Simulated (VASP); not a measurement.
Crystal: Te3MoPt.

```
Te Mo Pt
1.0
     4.67376    0.00000    0.00000
     0.00000    4.67376    0.00000
     0.00000    0.00000    5.92397
Te Mo Pt
3 1 1
Direct
  0.50000 0.50000 0.12010
  0.00000 0.50000 0.52090
  0.50000 0.00000 0.52090
  0.50000 0.50000 0.68000
  0.00000 0.00000 0.00000
```

| Property | Result |
| --- | --- |
| Program | VASP 6.6.1 |
| Task | relaxation of cell and atoms |
| Functional | PBE |
| Potentials or basis | VASP PAW PBE potentials, release 64 (Te, Mo_sv, Pt) |
| Cutoff | 600 eV |
| k mesh | 4 × 4 × 4 |
| Occupations | gaussian, width 0.1 eV |
| Spin | no spin polarisation |

At the start: pressure 5.5 GPa; volume 25.88 Å³/atom.

Task: Where does the relaxation end?

Result: Over 39 steps the energy falls by 538.2 meV/atom and the volume is 27.76 Å³/atom (+7.3 %); space group P4mm (No. 99, to 0.05 Å).

The path:
```
step  energy change (eV)  largest force (eV/Å)  pressure (GPa)  volume (Å³)
   1              0.0000                4.5834            5.47       129.40
   2             -0.3544                2.7316           -2.64       146.63
   3             -0.6210                0.6311           -1.02       139.72
   4             -0.8309                0.3312           -1.27       138.32
   5             -1.4339                1.8280           -1.91       133.34
   6             -0.7435                5.4438            5.36       120.29
   7             -1.4038                4.5667           -0.51       128.59
   8             -1.4446                4.0067           -1.18       130.33
   9             -1.4848                3.8873           -1.25       129.97
  10             -1.5718                3.5536           -1.31       128.84
  11             -1.6013                2.8672           -0.91       126.31
  12             -1.6094                3.1014           -1.09       127.12
  13             -1.6622                2.8732           -1.12       127.05
  14             -1.8002                2.1743           -1.11       126.85
  15             -1.9760                0.9550           -0.69       126.44
  16             -1.8477                2.7979            1.67       125.60
  17             -2.0080                0.9292           -0.19       126.19
  18             -2.0350                0.8208            0.04       126.07
  19             -2.1070                0.6536            0.75       125.70
  20             -2.2063                0.7320            2.39       124.92
  21             -2.1878                1.8046            6.95       123.22
  22             -2.2377                0.9639            4.21       124.18
  23             -2.2614                0.9232            3.97       124.68
  24             -2.3245                0.7948            3.36       126.15
  25             -2.4169                0.7199            2.33       129.08
  26             -2.4979                0.6264            0.92       134.84
  27             -2.5020                0.6600            0.69       135.98
  28             -2.5246                0.6045            0.14       137.12
  29             -2.5461                0.5848           -0.98       139.72
  30             -2.5657                0.5523           -0.61       139.26
  31             -2.5976                0.7853            0.62       137.90
  32             -2.6175                0.5329            0.49       138.11
  33             -2.6484                0.7797            0.10       138.75
  34             -2.6498                0.9388            0.02       138.91
  35             -2.6686                0.7232           -0.26       139.26
  36             -2.6849                0.3430           -0.62       139.88
  37             -2.6853                0.3483           -0.68       139.98
  38             -2.6910                0.0498            0.16       138.67
  39             -2.6911                0.0266            0.07       138.82
```

Final structure:
```yaml
crystal:
  lattice:
    - [4.12489, 0.00000, 0.00000]
    - [0.00000, 4.12489, 0.00000]
    - [0.00000, 0.00000, 8.15878]
  atoms:
    - { symbol: Te, position: [0.50000, 0.50000, 0.07798] }
    - { symbol: Te, position: [0.00000, 0.50000, 0.54585] }
    - { symbol: Te, position: [0.50000, 0.00000, 0.54585] }
    - { symbol: Mo, position: [0.50000, 0.50000, 0.76426] }
    - { symbol: Pt, position: [0.00000, 0.00000, 0.90795] }
```

Caveat: this functional lacks dispersion, which binds the layers, so the pressure and a relaxed spacing across them are unreliable.
